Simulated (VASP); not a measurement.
NbCuP2: single point with PBE

NbCuP2:

```
Nb Cu P
1.0
     3.57021    0.00000    0.00000
    -1.78510    3.09189    0.00000
     0.00000    0.00000    5.53317
Nb Cu P
1 1 2
Direct
  0.33333 0.66667 0.50000
  0.33333 0.66667 0.00000
  0.00000 0.00000 0.76897
  0.00000 0.00000 0.23103
```

```yaml
Program: VASP 6.6.1
Task: single point
Functional: PBE
Potentials_or_basis: VASP PAW PBE potentials, release 64 (Nb_sv, Cu, P)
Cutoff: 520 eV
k_mesh: 18 × 18 × 8
Occupations: gaussian, width 0.1 eV
Spin: no spin polarisation
```

```json
{
  "Pressure": "-0.1 GPa",
  "Largest force": "0.018 eV/Å",
  "Band gap on the k mesh": "zero (band 17 reaches 10.11 eV, above the bottom of band 18 at 9.54 eV)"
}
```

Forces in eV/Å, atoms in the order of the input:
```
Nb   0.000  0.000  0.000
Cu   0.000  0.000  0.000
P    0.000  0.000 -0.018
P    0.000  0.000  0.018
```

Stress tensor (GPa, compression positive):
```
-0.05  0.00  0.00
 0.00 -0.05  0.00
 0.00  0.00 -0.23
```

Levels at points of the mesh, in eV from the Fermi level:
| k point | band 13 | band 14 | band 15 | band 16 | band 17 | band 18 | band 19 | band 20 | band 21 | band 22 |
| --- | --- | --- | --- | --- | --- | --- | --- | --- | --- | --- |
| (0.00, 0.00, 0.00) | -2.40 | -2.40 | -0.95 | -0.95 | 0.50 | 1.81 | 1.81 | 2.50 | 2.68 | 2.68 |
| (0.50, 0.00, 0.00) | -3.35 | -3.02 | -2.42 | -1.68 | -1.43 | 1.54 | 1.75 | 2.11 | 2.94 | 4.28 |
| (0.00, 0.00, 0.50) | -2.54 | -2.54 | -2.20 | -1.79 | -1.79 | 2.16 | 2.16 | 2.40 | 3.45 | 3.78 |
| (0.50, 0.00, 0.50) | -3.54 | -3.20 | -2.93 | -2.13 | -0.38 | 0.73 | 1.81 | 2.09 | 2.22 | 2.33 |

Wall time 7.7 min on 1 thread of Oxide Virtual Turin-like Processor, with other jobs on the host, peak memory 0.37 GiB.
